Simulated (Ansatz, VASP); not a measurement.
# One calculation of Pd, two programs

The input INCAR:

```
ALGO = Normal
EDIFF = 1E-7
ENCUT = 520
GGA = RE
ISIF = 2
ISMEAR = -1
ISPIN = 2
LASPH = True
LCHARG = False
LMAXMIX = 4
LORBIT = 11
LREAL = False
LWAVE = False
MAGMOM = 0.45 0.45
NBANDS = 21
NELM = 150
PREC = Accurate
SIGMA = 0.05
```

The input KPOINTS:

```
k-points
0
Gamma
  11 11 11
```

File POSCAR:

```
Pd
1.0
    0.0000000000      3.0116561611      3.0116561611
    3.0116561611      0.0000000000      3.0116561611
    3.0116561611      3.0116561611      0.0000000000
Pd
2
Direct
    0.1250000000      0.1250000000      0.1250000000
    0.8750000000      0.8750000000      0.8750000000
```

Input for Ansatz:

```yaml
crystal:
  lattice:
    - [0.0, 3.0116561611, 3.0116561611]
    - [3.0116561611, 0.0, 3.0116561611]
    - [3.0116561611, 3.0116561611, 0.0]
  atoms:
    - { symbol: Pd, position: [0.125, 0.125, 0.125], spin: 0.45 }
    - { symbol: Pd, position: [0.875, 0.875, 0.875], spin: 0.45 }
hamiltonian:
  xc: revpbe
  pseudopotentials:
    kind: paw
    azcp:
      Pd: "pseudopotentials/Pd.paw.azcp"
basis:
  ecutwfc: 420
  fft_grid_basis: typed
kpoints:
  mp_grid: { grid: [11, 11, 11], shift: [0, 0, 0] }
magnetization:
  spin_polarized: true
scf:
  occupations: { method: fermi_dirac, width: 0.05 }
  lower_state_search: "off"
output:
  stress: true
  write_density: true
  write_potential: true
  elf: true
  volumetric_format: npy
```

Alike in both runs: task single point; functional revPBE; k mesh 11 × 11 × 11; occupations fermi-dirac, width 0.05 eV; collinear spin.

|  | VASP | Ansatz |
| --- | --- | --- |
| version | VASP 6.6.1 | Ansatz 0.2.0 |
| potentials or method | VASP PAW PBE potentials, release 64 (Pd), cutoff 520 eV | plane waves (420 eV) with PAW, scalar-relativistic |
| valence electrons in the cell | 20 | 36 |

|  | VASP | Ansatz | Ansatz less VASP |
| --- | --- | --- | --- |
| pressure (GPa) | -3.8 | -3.6 | +0.15 |
| net moment per atom (μB) | 0.45 | 0.45 | 0.000 |
| size of the moment on the site where the two differ most (μB) | 0.44 | 0.44 | -0.002 |

VASP's potentials were made for PBE, not for revPBE. Site moments also hang on the region over which each program counts them. With one functional, cell and mesh, what is left measures potentials, basis and numerics. VASP's potentials hold 20 valence electrons a cell and Ansatz's 36, so a difference there can come from the potentials and not from the codes.
